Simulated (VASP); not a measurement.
# In (P6_3/mmc) in VASP: further runs, part 2 of 2

VASP 6.6.1. The steps go on from the part before.

## (3) Single point, r2SCAN

This run uses another cell than the first one, of 24.34 Å³/atom.

POSCAR reads:

```
In
1.0
    3.2716331972      0.0000000000      0.0000000000
   -1.6358165986      2.8333165909      0.0000000000
    0.0000000000      0.0000000000     10.5036772724
In
4
Direct
    0.0000000000      0.0000000000      0.0000000000
    0.3333333333      0.6666666667      0.2500000000
    0.0000000000      0.0000000000      0.5000000000
    0.6666666667      0.3333333333      0.7500000000
```

INCAR.step1 reads:

```
SYSTEM = In
PREC = Accurate
ENCUT = 520
ISMEAR = 1
SIGMA = 0.15
LREAL = .FALSE.
LASPH = .TRUE.
NELM = 80
NBANDS = 34
GGA = PE
ALGO = Normal
EDIFF = 1E-4
LWAVE = .TRUE.
LCHARG = .FALSE.
```

INCAR.step2 reads:

```
SYSTEM = In
PREC = Accurate
ENCUT = 520
EDIFF = 1E-6
ISMEAR = 1
SIGMA = 0.15
LREAL = .FALSE.
LASPH = .TRUE.
NELM = 80
ALGO = Normal
ISIF = 2
LWAVE = .FALSE.
LCHARG = .FALSE.
METAGGA = R2SCAN
LMIXTAU = .TRUE.
NBANDS = 34
ISTART = 1
```

KPOINTS reads:

```
regular mesh
0
G
  8 8 3
  0 0 0
```

Potentials or basis: VASP PAW PBE potentials, release 64 (In_d).

Launch:

```bash
$ cat potpaw_PBE.64/In_d/POTCAR > POTCAR
$ cp INCAR.step1 INCAR
$ mpirun -np 1 vasp_std > vasp.out
$ cp INCAR.step2 INCAR
$ mpirun -np 1 vasp_std > vasp.out
```

OUTCAR:

```text
SYSTEM = In
   PREC = Accurate
   ENCUT = 520
   EDIFF = 1E-6
   ISMEAR = 1
   LREAL = .FALSE.
   LASPH = .TRUE.
   NELM = 80
   ISIF = 2
   METAGGA = R2SCAN
   ISTART = 1

 ion  position               nearest neighbor table
   1  0.000  0.000  0.000-   2 3.23   4 3.23   4 3.23   2 3.23   4 3.23   2 3.23
   2  0.333  0.667  0.250-   1 3.23   3 3.23   1 3.23   3 3.23   1 3.23   3 3.23
   3  0.000  0.000  0.500-   2 3.23   4 3.23   4 3.23   2 3.23   4 3.23   2 3.23
   4  0.667  0.333  0.750-   1 3.23   3 3.23   1 3.23   3 3.23   1 3.23   3 3.23

  LATTYP: Found a hexagonal cell.
 ALAT       =     3.2716331972
 C/A-ratio  =     3.2105302273

  Lattice vectors:

 A1 = (   3.2716331972,   0.0000000000,   0.0000000000)
 A2 = (  -1.6358165986,   2.8333165909,   0.0000000000)
 A3 = (   0.0000000000,   0.0000000000,  10.5036772724)

Analysis of symmetry for initial positions (statically):
=====================================================================
 Subroutine PRICEL returns:
 Original cell was already a primitive cell.

 Routine SETGRP: Setting up the symmetry group for a
 hexagonal supercell.

[... 165 lines left out ...]
  energy without entropy =      -90.13932086  energy(sigma->0) =      -90.14399369

 E-fermi :   8.4287     XC(G=0): -11.4733

 val. band max:        8.4218580606   @ k =   0.2500   0.1250   0.3333
 cond. band min:       8.4728679042   @ k =   0.2500   0.1250   0.0000
 fundamental gap:      0.0510098436
 Fermi energy:         8.4286550705

 k-point     1 :       0.0000    0.0000    0.0000
  band No.  band energies     occupation
      1      -7.0926      2.00000
      2      -7.0327      2.00000
      3      -6.9916      2.00000
      4      -6.9915      2.00000
      5      -6.9881      2.00000
      6      -6.9628      2.00000
[... 729 lines left out ...]
     33      12.6434      0.00000
     34      13.2400      0.00000

------------------------ aborting loop because EDIFF is reached ----------------------------------------

  FORCE on cell =-STRESS in cart. coord.  units (eV):
  Direction    XX          YY          ZZ          XY          YZ          ZX
  --------------------------------------------------------------------------------------
  -------------------------------------------------------------------------------------
  Total        2.1275930      2.1275917      3.0659343      0.0000000      0.0000000      0.0000000
  in kB       35.0104790     35.0104575     50.4512975      0.0000000      0.0000000      0.0000000
  external PRESSURE =      40.1574113 kB  Pullay stress =       0.0000000 kB

 VOLUME and BASIS-vectors are now :
 -----------------------------------------------------------------------------
  energy-cutoff  :      520.00
  volume of cell :       97.36
      direct lattice vectors                 reciprocal lattice vectors
     3.271633197  0.000000000  0.000000000     0.305657737  0.176471631  0.000000000
    -1.635816599  2.833316591  0.000000000     0.000000000  0.352943262  0.000000000
     0.000000000  0.000000000 10.503677272     0.000000000  0.000000000  0.095204753

 POSITION                                       TOTAL-FORCE (eV/Angst)
 -----------------------------------------------------------------------------------
      0.00000      0.00000      0.00000         0.000000     -0.000000      0.000000
     -0.00000      1.88888      2.62592        -0.000000      0.000000      0.000000
      0.00000      0.00000      5.25184         0.000000     -0.000000      0.000000
      1.63582      0.94444      7.87776        -0.000000     -0.000000      0.000000
 -----------------------------------------------------------------------------------
    total drift:                               -0.000000      0.000000     -0.000000

  FREE ENERGIE OF THE ION-ELECTRON SYSTEM (eV)
  ---------------------------------------------------
  free  energy   TOTEN  =       -90.1463301030 eV

  energy  without entropy=      -90.1393208629  energy(sigma->0) =      -90.14399369
```

OUTCAR.step1:

```text
SYSTEM = In
   PREC = Accurate
   ENCUT = 520
   ISMEAR = 1
   LREAL = .FALSE.
   LASPH = .TRUE.
   NELM = 80
[... 963 lines left out ...]
     -0.00000      1.88888      2.62592        -0.000000      0.000000      0.000000
      0.00000      0.00000      5.25184         0.000000      0.000000      0.000000
      1.63582      0.94444      7.87776        -0.000000     -0.000000     -0.000000
 -----------------------------------------------------------------------------------
    total drift:                               -0.000000      0.000000     -0.000000

  FREE ENERGIE OF THE ION-ELECTRON SYSTEM (eV)
  ---------------------------------------------------
  free  energy   TOTEN  =        -9.9992083962 eV

  energy  without entropy=       -9.9937221307  energy(sigma->0) =       -9.99737964
```

OSZICAR.step1:

```text
N       E                     dE             d eps       ncg     rms          rms(c)
DAV:   1     0.507668649314E+03    0.50767E+03   -0.25152E+04  1360   0.220E+03
DAV:   2     0.426273025683E+02   -0.46504E+03   -0.45729E+03  1360   0.485E+02
DAV:   3    -0.794913758051E+01   -0.50576E+02   -0.50056E+02  1538   0.186E+02
DAV:   4    -0.100220471084E+02   -0.20729E+01   -0.20651E+01  1644   0.421E+01
DAV:   5    -0.101343154685E+02   -0.11227E+00   -0.11226E+00  2184   0.716E+00    0.541E+00
DAV:   6    -0.100239586579E+02    0.11036E+00   -0.20823E-01  1830   0.627E+00    0.261E+00
DAV:   7    -0.100007252426E+02    0.23233E-01   -0.71520E-02  1846   0.331E+00    0.505E-01
DAV:   8    -0.999913803852E+01    0.15872E-02   -0.63394E-03  1626   0.108E+00    0.568E-02
DAV:   9    -0.999920839618E+01   -0.70358E-04   -0.52625E-04  1490   0.412E-01
   1 F= -.99992084E+01 E0= -.99973796E+01  d E =-.548627E-02
```

Run time: 3.1 min. Hardware: 1 thread of Intel Xeon 8259CL, shared host; peak memory 0.23 GiB.

Results:

```
Free energy            : -90.1463 eV
Pressure               : 4.0 GPa
Band gap on the k mesh : zero (bands 26 and 27 overlap by 4.93 eV)
```

Stress tensor (GPa, compression positive):
```
3.50 0.00 0.00
0.00 3.50 0.00
0.00 0.00 5.05
```

Caveat: the cell stands under pressure; the PAW data sets were made with another functional, which shifts forces and pressure a little; spin-orbit coupling is left out, which moves the levels of the heavy elements.

## (4) Single point, r2SCAN

This run uses another cell than the first one, of 25.40 Å³/atom.

POSCAR reads:

```
In
1.0
    3.3183771296      0.0000000000      0.0000000000
   -1.6591885648      2.8737980114      0.0000000000
    0.0000000000      0.0000000000     10.6537500805
In
4
Direct
    0.0000000000      0.0000000000      0.0000000000
    0.3333333333      0.6666666667      0.2500000000
    0.0000000000      0.0000000000      0.5000000000
    0.6666666667      0.3333333333      0.7500000000
```

INCAR.step1 reads:

```
SYSTEM = In
ALGO = Normal ; EDIFF = 1E-4
ENCUT = 520 ; GGA = PE
ISMEAR = 1 ; LASPH = .TRUE.
LCHARG = .FALSE. ; LREAL = .FALSE.
LWAVE = .TRUE. ; NBANDS = 34
NELM = 60 ; PREC = Accurate
SIGMA = 0.15
```

INCAR.step2 reads:

```
SYSTEM = In
ALGO = Normal ; EDIFF = 1E-6
ENCUT = 520 ; ISIF = 2
ISMEAR = 1 ; ISTART = 1
LASPH = .TRUE. ; LCHARG = .FALSE.
LMIXTAU = .TRUE. ; LREAL = .FALSE.
LWAVE = .FALSE. ; METAGGA = R2SCAN
NBANDS = 34 ; NELM = 60
PREC = Accurate ; SIGMA = 0.15
```

KPOINTS reads:

```
k-points
0
G
  8 8 3
  0 0 0
```

Launch:

```bash
$ cat potpaw_PBE.64/In_d/POTCAR > POTCAR
$ cp INCAR.step1 INCAR
$ mpirun -np 1 vasp_std > vasp.out
$ cp INCAR.step2 INCAR
$ mpirun -np 1 vasp_std > vasp.out
```

Wall time 6.9 min (1 thread of Intel Xeon 8259CL, shared host); peak memory 0.27 GiB.

Results (log left out):

| Property | Result |
| --- | --- |
| Free energy | -90.2270 eV |
| Pressure | 1.7 GPa |
| Band gap on the k mesh | zero (bands 26 and 27 overlap by 4.78 eV) |

Stress tensor (GPa, compression positive):
```
1.26 0.00 0.00
0.00 1.26 0.00
0.00 0.00 2.54
```

Levels at points of the mesh, in eV from the Fermi level:
```tsv
k point	band 22	band 23	band 24	band 25	band 26	band 27	band 28	band 29
(0.00, 0.00, 0.00)	-8.79	-8.78	-4.36	-3.73	3.61	3.62	8.76	8.76
(0.50, 0.00, 0.00)	-4.89	-3.73	-3.46	-3.21	-3.19	0.50	0.51	1.37
```

Caveat: the PAW data sets were made with another functional, which shifts forces and pressure a little; spin-orbit coupling is left out, which moves the levels of the heavy elements.

## (5) Single point, r2SCAN

This run uses another cell than the first one, of 26.46 Å³/atom.

POSCAR reads:

```
In
1.0
    3.3638400000      0.0000000000      0.0000000000
   -1.6819200000      2.9131700000      0.0000000000
    0.0000000000      0.0000000000     10.7997100000
In
4
Direct
    0.0000000000      0.0000000000      0.0000000000
    0.3333333333      0.6666666667      0.2500000000
    0.0000000000      0.0000000000      0.5000000000
    0.6666666667      0.3333333333      0.7500000000
```

INCAR.step1 reads:

```
SYSTEM = In
  PREC = Accurate
  ENCUT = 520
  ISMEAR = 1
  SIGMA = 0.15
  LREAL = .False.
  LASPH = .True.
  NELM = 100
  NBANDS = 34
  GGA = PE
  ALGO = Normal
  EDIFF = 1E-4
  LWAVE = .True.
  LCHARG = .False.
```

INCAR.step2 reads:

```
SYSTEM = In
  PREC = Accurate
  ENCUT = 520
  EDIFF = 1E-7
  ISMEAR = 1
  SIGMA = 0.15
  LREAL = .False.
  LASPH = .True.
  NELM = 100
  ALGO = Normal
  ISIF = 2
  LWAVE = .False.
  LCHARG = .False.
  METAGGA = R2SCAN
  LMIXTAU = .True.
  NBANDS = 34
  ISTART = 1
```

KPOINTS reads:

```
regular mesh
0
Gamma
  8 8 3
  0 0 0
```

Launch:

```bash
$ cat potpaw_PBE.64/In_d/POTCAR > POTCAR
$ cp INCAR.step1 INCAR
$ mpirun -np 1 vasp_std > vasp.out
$ cp INCAR.step2 INCAR
$ mpirun -np 1 vasp_std > vasp.out
```

Wall time 8.6 min (1 thread of Intel Xeon 8259CL, shared host); peak memory 0.27 GiB.

Results (log left out):

```
Free energy            : -90.2526 eV
Pressure               : 0.0 GPa
Band gap on the k mesh : zero (bands 26 and 27 overlap by 4.67 eV)
```

Stress tensor (GPa, compression positive):
```
-0.40  0.00  0.00
 0.00 -0.40  0.00
 0.00  0.00  0.68
```

Levels at points of the mesh, in eV from the Fermi level:
```tsv
k point	band 22	band 23	band 24	band 25	band 26	band 27	band 28	band 29
(0.00, 0.00, 0.00)	-8.52	-8.51	-4.32	-3.52	3.51	3.52	8.48	8.48
(0.50, 0.00, 0.00)	-4.76	-3.71	-3.28	-3.15	-3.02	0.41	0.48	1.39
```

Caveat: the PAW data sets were made with another functional, which shifts forces and pressure a little; spin-orbit coupling is left out, which moves the levels of the heavy elements.

## (6) Single point, r2SCAN

This run uses another cell than the first one, of 27.52 Å³/atom.

POSCAR reads:

```
In
1.0
    3.4081061289      0.0000000000      0.0000000000
   -1.7040530645      2.9515055804      0.0000000000
    0.0000000000      0.0000000000     10.9418277450
In
4
Direct
    0.0000000000      0.0000000000      0.0000000000
    0.3333333333      0.6666666667      0.2500000000
    0.0000000000      0.0000000000      0.5000000000
    0.6666666667      0.3333333333      0.7500000000
```

INCAR.step1 reads:

```
ALGO = Normal
EDIFF = 1E-4
ENCUT = 520
GGA = PE
ISMEAR = 1
LASPH = T
LCHARG = F
LREAL = F
LWAVE = T
NBANDS = 34
NELM = 100
PREC = Accurate
SIGMA = 0.15
```

INCAR.step2 reads:

```
ALGO = Normal
EDIFF = 1E-6
ENCUT = 520
ISIF = 2
ISMEAR = 1
ISTART = 1
LASPH = T
LCHARG = F
LMIXTAU = T
LREAL = F
LWAVE = F
METAGGA = R2SCAN
NBANDS = 34
NELM = 100
PREC = Accurate
SIGMA = 0.15
```

KPOINTS reads:

```
k-points
0
Gamma
  8 8 3
```

Potentials or basis: VASP PAW PBE potentials, release 64 (In_d).

Launch:

```bash
$ cat potpaw_PBE.64/In_d/POTCAR > POTCAR
$ cp INCAR.step1 INCAR
$ mpirun -np 1 vasp_std > vasp.out
$ cp INCAR.step2 INCAR
$ mpirun -np 1 vasp_std > vasp.out
```

Run time: 6.2 min. Hardware: 1 thread of Intel Xeon 8259CL, shared host; peak memory 0.28 GiB.

It converged, with:

```
Free energy            : -90.2346 eV
Pressure               : -1.7 GPa
Band gap on the k mesh : zero (bands 26 and 27 overlap by 4.56 eV)
```

Stress tensor (GPa, compression positive):
```
-2.00  0.00  0.00
 0.00 -2.00  0.00
 0.00  0.00 -1.03
```

Levels at points of the mesh, in eV from the Fermi level:
```
           k point  band 23  band 24  band 25  band 26  band 27  band 28
(0.00, 0.00, 0.00)    -8.25    -4.29    -3.32     3.42     3.44     8.23
(0.50, 0.00, 0.00)    -3.69    -3.10    -3.10    -2.84     0.34     0.47
```

Caveat: the PAW data sets were made with another functional, which shifts forces and pressure a little; spin-orbit coupling is left out, which moves the levels of the heavy elements.

## (7) The runs side by side

| cell | gap on the mesh (eV) | pressure (GPa) |
| --- | --- | --- |
| a = 3.224, b = 3.224, c = 10.349 Å, angles 90.0, 90.0, 120.0°, 4 atoms | none | 7.2 |
| a = 3.272, b = 3.272, c = 10.504 Å, angles 90.0, 90.0, 120.0°, 4 atoms | none | 4.0 |
| a = 3.318, b = 3.318, c = 10.654 Å, angles 90.0, 90.0, 120.0°, 4 atoms | none | 1.7 |
| a = 3.364, b = 3.364, c = 10.800 Å, angles 90.0, 90.0, 120.0°, 4 atoms | none | 0.0 |
| a = 3.408, b = 3.408, c = 10.942 Å, angles 90.0, 90.0, 120.0°, 4 atoms | none | -1.7 |

Alike in all rows: task single point; level r2SCAN; potentials or basis VASP PAW PBE potentials, release 64 (In_d); no spin polarisation; k mesh 8 × 8 × 3; cutoff (eV) 520; smearing methfessel-paxton 0.15 eV.

Caveats: the PAW data sets were made with another functional, which shifts forces and pressure a little; spin-orbit coupling is left out, which moves the levels of the heavy elements; the cell stands under pressure (at least some runs).

Absolute energies hang on the potentials; compare differences alone.
